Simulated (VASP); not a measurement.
W, 2 atoms in the cell. The structure is cubic, space group Fd-3m (No. 227). The conventional cell has a = 5.668 Å, b = 5.668 Å, c = 5.668 Å, α = 90.00°, β = 90.00°, γ = 90.00°. Within 3.2 Å of W (site symmetry -43m) lie 4 W at 2.45 Å.  This cell differs from its parent crystal: volume scaled by 0.88.

```yaml
Program: VASP 6.6.1
Task: single point
Functional: BLYP
Potentials_or_basis: VASP PAW PBE potentials, release 64 (W_sv)
Cutoff: 520 eV
k_mesh: 10 × 10 × 10
Occupations: fermi-dirac, width 0.1 eV
Spin: no spin polarisation
Dipole_correction: no
Further_INCAR_settings: ALGO = Normal; EDIFF = 1e-06; NBANDS = 21
```

Potentials or basis: VASP PAW PBE potentials, release 64 (W_sv).

The run is started by

```sh
$ cat potpaw_PBE.64/W_sv/POTCAR > POTCAR
$ mpirun -np 1 vasp_std > vasp.out
```

Hardware: 1 thread of Intel(R) Xeon(R) 6975P-C (Granite Rapids), with other jobs on the host.

Problem. Estimate the wall time of this run.

Solution. Wall time 28 s on 1 thread of Intel(R) Xeon(R) 6975P-C (Granite Rapids), with other jobs on the host, peak memory 0.18 GiB. Counts: scf iterations 11, k points 47.
